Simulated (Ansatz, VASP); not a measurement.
# Two plane-wave programs on ZnS

The input INCAR:

```
  PREC = Accurate
  ENCUT = 520
  EDIFF = 1E-6
  ISMEAR = -1
  SIGMA = 0.02
  LREAL = False
  LASPH = True
  NELM = 80
  ALGO = Normal
  ISIF = 2
  LWAVE = False
  LCHARG = False
  GGA = PE
  NBANDS = 16
```

The input KPOINTS:

```
regular mesh
0
Gamma
  8 8 8
```

Contents of POSCAR:

```
ZnS
1.0
    0.0000000000      2.6940955616      2.6940955616
    2.6940955616      0.0000000000      2.6940955616
    2.6940955616      2.6940955616      0.0000000000
Zn S
1 1
Direct
    0.2500000000      0.2500000000      0.2500000000
    0.0000000000      0.0000000000      0.0000000000
```

Input for Ansatz:

```yaml
crystal:
  lattice:
    - [0.0, 2.6940955616, 2.6940955616]
    - [2.6940955616, 0.0, 2.6940955616]
    - [2.6940955616, 2.6940955616, 0.0]
  atoms:
    - { symbol: Zn, position: [0.25, 0.25, 0.25] }
    - { symbol: S, position: [0.0, 0.0, 0.0] }
kpoints:
  mp_grid: { grid: [8, 8, 8] }
  band_path:
    path:
      - [[0.0, 0.0, 0.0], [-0.5, -0.5, -3.558028443168e-34], [-0.375, -0.375, 0.25]]
      - [[-0.375, -5.379094599726e-17, 0.375], [0.0, 0.0, 0.0], [-8.212801750445e-18, -8.212801750445e-18, 0.5], [-0.5, -0.25, 0.25], [-0.5, -0.5, -3.558028443168e-34]]
    npoints: 10
hamiltonian:
  xc: pbe
scf:
  occupations: { method: fermi_dirac, width: 0.02 }
  n_extra_bands: 4
output:
  forces: true
  stress: true
  eigenvalues: true
```

Alike in both runs: task single point; functional PBE; k mesh 8 × 8 × 8; occupations fermi-dirac, width 0.02 eV; no spin polarisation.

```csv
,VASP,Ansatz
version,VASP 6.6.1,Ansatz 0.2.0
potentials or method,"VASP PAW PBE potentials, release 64 (Zn, S)","plane waves, PAW"
plane-wave cutoff (eV),520,420
valence electrons in the cell,18,18
```

|  | VASP | Ansatz | Ansatz less VASP |
| --- | --- | --- | --- |
| gap on the k mesh at the Fermi level (eV) | 2.15 | 2.15 | -0.005 |
| pressure (GPa) | 2.5 | 2.3 | -0.17 |
